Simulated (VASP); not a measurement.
# SiC (Ima2) in VASP: single point with PBE

Aim: the single point of SiC with PBE.

Everything below comes from runs of VASP 6.6.1. Logs are shortened: lines on timing, memory, paths and dates and some standing lists are left out, and cuts for length are marked.

### Step 1. The cell of the first run

It takes space group Ima2 (No. 46, orthorhombic). Conventional cell: a = 3.092 Å, b = 21.420 Å, c = 5.074 Å, α = 90.00°, β = 90.00°, γ = 90.00°. Within 2.5 Å of Si (site symmetry m) lie 4 C at 1.89 to 1.91 Å. Si (site symmetry m) has 3 C at 1.89 to 1.91 Å and 2 Si at 2.36 Å within 2.5 Å. Si (site symmetry m) has 4 C at 1.89 to 1.91 Å within 2.5 Å. Si (site symmetry m) has 4 C at 1.89 to 1.91 Å within 2.5 Å. Within 2.5 Å of C (site symmetry m) lie 4 Si at 1.89 to 1.91 Å. Within 2.5 Å of C (site symmetry m) lie 3 Si at 1.89 to 1.91 Å and 2 C at 2.36 Å. Within 2.5 Å of C (site symmetry m) lie 4 Si at 1.89 to 1.91 Å. Within 2.5 Å of C (site symmetry m) lie 4 Si at 1.89 to 1.91 Å.

### Step 2. Single point, PBE (the part above a cut slid along it)

Contents of INCAR:

```
PREC = Accurate ; ENCUT = 520
EDIFF = 1E-6 ; ISMEAR = 0
SIGMA = 0.05 ; LREAL = Auto
LASPH = True ; NELM = 100
ALGO = Normal ; ISIF = 2
LWAVE = False ; LCHARG = False
GGA = PE ; ISYM = 0
NBANDS = 46
```

Contents of KPOINTS:

```
Automatic mesh
0
Gamma
  9 5 3
```

Contents of POSCAR:

```
SiC
1.0
    1.5458832036     -2.6775482513      0.0000000000
    0.0000000000      0.0000000000     -5.0740211774
   10.0482408238      4.0163223768      2.5370105887
Si C
8 8
Direct
    0.0833333333      1.4121031354      0.8333333333
   -0.0416666667      1.0371031354      0.0833333333
    0.3333333333      1.1621031354      0.3333333333
   -0.2916666667      1.2871031354      0.5833333333
   -0.4583333334      0.9537698020      0.9166666667
    0.4166666666      0.5787698021      0.1666666667
   -0.2083333334      0.7037698020      0.4166666667
    0.1666666666      0.8287698020      0.6666666667
    0.0833333333      1.0362301980      0.8333333333
   -0.0416666667      0.6612301979      0.0833333333
    0.3333333333      0.7862301979      0.3333333333
   -0.2916666667      0.9112301979      0.5833333333
   -0.4583333334      0.5778968646      0.9166666667
    0.4166666666      0.2028968646      0.1666666667
   -0.2083333334      0.3278968646      0.4166666667
    0.1666666666      0.4528968646      0.6666666667
```

Potentials or basis: VASP PAW PBE potentials, release 64 (Si, C).

Command:

```sh
$ cat potpaw_PBE.64/Si/POTCAR potpaw_PBE.64/C/POTCAR > POTCAR
$ mpirun -np 1 vasp_std > vasp.out
```

OUTCAR:

```text
PREC = Accurate
   ENCUT = 520
   EDIFF = 1E-6
   ISMEAR = 0
   LREAL = Auto
   LASPH = True
   NELM = 100
   ISIF = 2
   GGA = PE
   ISYM = 0

 ion  position               nearest neighbor table
   1  0.083  0.412  0.833-  16 1.89  13 1.89  13 1.89   9 1.91   4 3.09   4 3.09   8 3.10   5 3.10
                             5 3.10   8 3.10   5 3.10   5 3.10
   2  0.958  0.037  0.083-  14 1.89  14 1.89  10 1.91   5 2.36   5 2.36   3 3.09   3 3.09   6 3.10
                             6 3.10   6 3.10   6 3.10
   3  0.333  0.162  0.333-  14 1.89  15 1.89  15 1.89  11 1.91   2 3.09   4 3.09   4 3.09   2 3.09
                             6 3.10   6 3.10   7 3.10   7 3.10   7 3.10   7 3.10
   4  0.708  0.287  0.583-  15 1.89  16 1.89  16 1.89  12 1.91   1 3.09   3 3.09   1 3.09   3 3.09
                             7 3.10   8 3.10   8 3.10   7 3.10   8 3.10   8 3.10
   5  0.542  0.954  0.917-   9 1.89   9 1.89  13 1.91   2 2.36   2 2.36   8 3.09   8 3.09   1 3.10
                             1 3.10   1 3.10   1 3.10
   6  0.417  0.579  0.167-  11 1.89  10 1.89  10 1.89  14 1.91   7 3.09   7 3.09   3 3.10   3 3.10
                             2 3.10   2 3.10   2 3.10   2 3.10
   7  0.792  0.704  0.417-  12 1.89  11 1.89  11 1.89  15 1.91   8 3.09   6 3.09   6 3.09   8 3.09
                             4 3.10   3 3.10   3 3.10   4 3.10   3 3.10   3 3.10
   8  0.167  0.829  0.667-   9 1.89  12 1.89  12 1.89  16 1.91   7 3.09   5 3.09   7 3.09   5 3.09
                             1 3.10   4 3.10   4 3.10   1 3.10   4 3.10   4 3.10
   9  0.083  0.036  0.833-   8 1.89   5 1.89   5 1.89   1 1.91
  10  0.958  0.661  0.083-   6 1.89   6 1.89   2 1.91
  11  0.333  0.786  0.333-   6 1.89   7 1.89   7 1.89   3 1.91
  12  0.708  0.911  0.583-   7 1.89   8 1.89   8 1.89   4 1.91
  13  0.542  0.578  0.917-   1 1.89   1 1.89   5 1.91
  14  0.417  0.203  0.167-   3 1.89   2 1.89   2 1.89   6 1.91
  15  0.792  0.328  0.417-   4 1.89   3 1.89   3 1.89   7 1.91
  16  0.167  0.453  0.667-   1 1.89   4 1.89   4 1.89   8 1.91

IMPORTANT INFORMATION: All symmetrisations will be switched off!
NOSYMM: (Re-)initialisation of all symmetry stuff for point group C_1.

----------------------------------------------------------------------------------------

                                     Primitive cell

  volume of cell :     168.0182

  direct lattice vectors                    reciprocal lattice vectors
     1.545883204 -2.677548251  0.000000000     0.121289888 -0.303449247  0.000000000
     0.000000000  0.000000000 -5.074021177     0.040429963  0.023342250 -0.197082347
    10.048240824  4.016322377  2.537010589     0.080859925  0.046684499  0.000000000

  length of vectors
     3.091766407  5.074021177 11.114603538     0.326791497  0.202536154  0.093368999

  position of ions in fractional coordinates (direct lattice)
     0.083333333  0.412103135  0.833333333
     0.958333333  0.037103135  0.083333333
     0.333333333  0.162103135  0.333333333
[... 139 lines left out ...]
   EMIN   =  10.00;   EMAX   =-10.00  energy-range for DOS
   EFERMI =   0.00;   METHOD = LEGACY
   ISMEAR =     0;   SIGMA  =   0.05  broadening in eV -4-tet -1-fermi 0-gaus
   EFERMI_NEDOS =   21; number of points for ismear=-14 and -15
   IALGO  =     38    algorithm
   IMIX   =      4    mixing-type and parameters
     AMIX     =   0.40;   BMIX     =  1.00
     AMIX_MAG =   1.60;   BMIX_MAG =  1.00
  volume/ion in A,a.u.               =      10.50        70.87
  Fermi-wavevector in a.u.,A,eV,Ry     =   1.186723  2.242582 19.161245  1.408312
  Thomas-Fermi vector in A             =   2.322890
   LORBIT       =      0    0 simple, 1 ext, 2 COOP (PROOUT), +10 PAW based schemes
   GGA     = PE    functional components
   LHFCALC =     F    Hartree Fock is set to
   AEXX    =    0.0000 exact exchange contribution
   IVDW    =     0    specifies the selected vdW correction
   LEPSILON=     F    determine dielectric tensor
   LRPA    =     F    only Hartree local field effects (RPA)
 non-spin polarized calculation
 Gauss-broadening in eV      SIGMA  =   0.05
  energy-cutoff  :      520.00
  volume of cell :      168.02
 maximum number of plane-waves:      4550
   NGX = 11   NGY = 19   NGZ = 41

 number of electron      64.0000000 magnetization

 Free energy of the ion-electron system (eV)
  ---------------------------------------------------
  ext. energy  EPLUGINS =         0.00000000
  ---------------------------------------------------
  free energy    TOTEN  =      -113.75333669 eV

  energy without entropy =     -113.74748530  energy(sigma->0) =     -113.75041099

 E-fermi :   8.9168     XC(G=0): -11.3324

 val. band max:        8.9053914557   @ k =  -0.4444   0.2000  -0.0000
 cond. band min:       8.9301497745   @ k =   0.0000   0.2000   0.3333
 fundamental gap:      0.0247583187
 Fermi energy:         8.9167849031

 k-point     1 :       0.0000    0.0000    0.0000
  band No.  band energies     occupation
      1      -7.4099      2.00000
      2      -6.3800      2.00000
      3      -6.3328      2.00000
      4      -4.1751      2.00000
      5      -3.6894      2.00000
      6      -3.6116      2.00000
[... 1117 lines left out ...]
     43      14.9364      0.00000
     44      15.0275      0.00000

 [... further k-points ...]

 [bands above 44 left out]

------------------------ aborting loop because EDIFF is reached ----------------------------------------

  FORCE on cell =-STRESS in cart. coord.  units (eV):
  Direction    XX          YY          ZZ          XY          YZ          ZX
  --------------------------------------------------------------------------------------
  -------------------------------------------------------------------------------------
  Total        9.3074974      3.8971111     -2.0833697      4.7406103     -0.0117588     -0.0181304
  in kB       88.7538619     37.1618328    -19.8664686     45.2052200     -0.1121285     -0.1728870
  external PRESSURE =      35.3497420 kB  Pullay stress =       0.0000000 kB

 VOLUME and BASIS-vectors are now :
 -----------------------------------------------------------------------------
  energy-cutoff  :      520.00
  volume of cell :      168.02
      direct lattice vectors                 reciprocal lattice vectors
     1.545883204 -2.677548251  0.000000000     0.121289888 -0.303449247  0.000000000
     0.000000000  0.000000000 -5.074021177     0.040429963  0.023342250 -0.197082347
    10.048240824  4.016322377  2.537010589     0.080859925  0.046684499  0.000000000

 POSITION                                       TOTAL-FORCE (eV/Angst)
 -----------------------------------------------------------------------------------
      8.50236      3.12381      0.02316         0.978662      0.564282     -0.105853
      2.31882     -2.23129      0.02316         2.395978      1.388467      0.950455
      3.86471      0.44626      0.02316         0.151320      0.089105      0.115020
      6.95647      0.44626      0.02316         0.037601      0.020481      0.082353
     10.04824      2.23129     -2.51386        -2.401504     -1.385822      0.951454
      2.31882     -0.44626     -2.51386        -0.981943     -0.568361     -0.104012
[... 8 lines left out ...]
      5.41059     -0.44626     -0.60667        -0.018671     -0.012245     -0.053132
      6.95647      2.23129     -0.60667        -0.206989     -0.116018     -0.064097
 -----------------------------------------------------------------------------------
    total drift:                                0.017901     -0.010330      0.036735

  FREE ENERGIE OF THE ION-ELECTRON SYSTEM (eV)
  ---------------------------------------------------
  free  energy   TOTEN  =      -113.7533366869 eV

  energy  without entropy=     -113.7474852980  energy(sigma->0) =     -113.75041099
```

Wall time 5.6 min (1 thread of Intel Xeon 6975P-C (Granite Rapids), shared host); peak memory 0.45 GiB.

What came out:

```yaml
Free_energy: -113.7533 eV
Pressure: 3.5 GPa
Largest_force: 2.931 eV/Å
Band_gap_on_the_k_mesh: zero (bands 32 and 33 overlap by 0.59 eV)
```

Forces in eV/Å, atoms in the order of the input:
```
Si   0.979  0.564 -0.106
Si   2.396  1.388  0.950
Si   0.151  0.089  0.115
Si   0.038  0.020  0.082
Si  -2.402 -1.386  0.951
Si  -0.982 -0.568 -0.104
Si  -0.041 -0.023  0.084
Si  -0.157 -0.090  0.116
C   -0.921 -0.538 -0.568
C    1.845  1.071 -0.358
C    0.209  0.123 -0.064
C    0.024  0.013 -0.047
C   -1.844 -1.068 -0.364
C    0.931  0.532 -0.570
C   -0.019 -0.012 -0.053
C   -0.207 -0.116 -0.064
```

Stress tensor (GPa, compression positive):
```
 8.88  4.52 -0.02
 4.52  3.72 -0.01
-0.02 -0.01 -1.99
```

Caveat: the cell differs from its parent crystal (the part above a cut slid along it); the stress differs along the axes, from -2 to 9 GPa; semilocal functionals underestimate gaps, and a narrow one can read as zero; forces of over 1 eV/Å act on the atoms, so gaps and moduli don't describe the material at rest.

The gap in the log of VASP goes by the Fermi energy; the results here count the filled bands.